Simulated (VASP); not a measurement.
Runs of VASP 6.6.1 on SnO2 (Cassiterite). The structure is that of space group P4_2/mnm (No. 136), or close to it. The cells are those of the table. 

| cell | gap on the mesh (eV) | pressure (GPa) | largest force (eV/Å) |
| --- | --- | --- | --- |
| a = 4.800, b = 4.800, c = 3.228 Å, 6 atoms | (b) | 0.0 | 0.14 |
| a = 4.861, b = 4.861, c = 3.269 Å, 6 atoms | 0.42 | -6.6 | - |
| a = 4.540, b = 4.540, c = 3.054 Å, 6 atoms | (a) | 47.2 | 0.94 |
| a = 4.674, b = 4.674, c = 3.143 Å, 6 atoms | 1.76 | (c) | 0.48 |
| a = 4.738, b = 4.738, c = 3.187 Å, 6 atoms | 1.27 | 8.2 | 0.30 |

Alike in all rows: task single point; level PBE+D4; potentials or basis VASP PAW PBE potentials, release 64 (Sn_d, O); no spin polarisation; k mesh 4 × 4 × 6; cutoff (eV) 520; smearing gaussian 0.01 eV.

Task: Fill in the values left out.

Result: (a) 2.88; (b) 0.83; (c) 18.4.

Caveats: spin-orbit coupling is left out, which moves the levels of the heavy elements.

A k mesh can miss the band edges, and the runs leave out spin-orbit coupling on Sn.
